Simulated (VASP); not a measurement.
Runs of VASP 6.6.1 on ZnCd3O. The structure is that of space group Pm-3m (No. 221), or close to it. The cells are those of the table. 

```tsv
task	spin	cell	k mesh	cutoff (eV)	gap on the mesh (eV)	pressure (GPa)	moment (μB)	relaxed volume (Å³/atom)
single point	collinear, ferromagnetic start	a = 4.818 Å, 5 atoms	4 × 4 × 4	520	none	-5.1	0.00	-
relaxation of cell and atoms	off	relaxed from a = 4.818 Å, 5 atoms	4 × 4 × 4	600	none	0.0	-	19.95
single point	collinear, ferromagnetic start	a = 4.634 Å, 5 atoms	4 × 4 × 4	520	none	0.3	0.00	-
single point	off	a = 4.638 Å, 5 atoms	8 × 8 × 8	520	none	0.5	-	-
single point	off	a = 4.818 Å, 5 atoms	4 × 4 × 4	520	none	-5.1	-	-
relaxation of cell and atoms	off	relaxed from a = 4.634 Å, 5 atoms	8 × 8 × 8	600	none	0.0	-	(a)
single point	off	a = 4.634 Å, 5 atoms	4 × 4 × 4	520	none	0.3	-	-
```

Alike in all rows: level PBE; potentials or basis VASP PAW PBE potentials, release 64 (Zn, Cd, O); smearing gaussian 0.1 eV.

**Question.** Fill in the values left out.

**Answer.** (a) 20.10.

A k mesh can miss the band edges, and the runs leave out spin-orbit coupling on Cd.

A gap of «none» marks levels without a gap at the run's occupations.
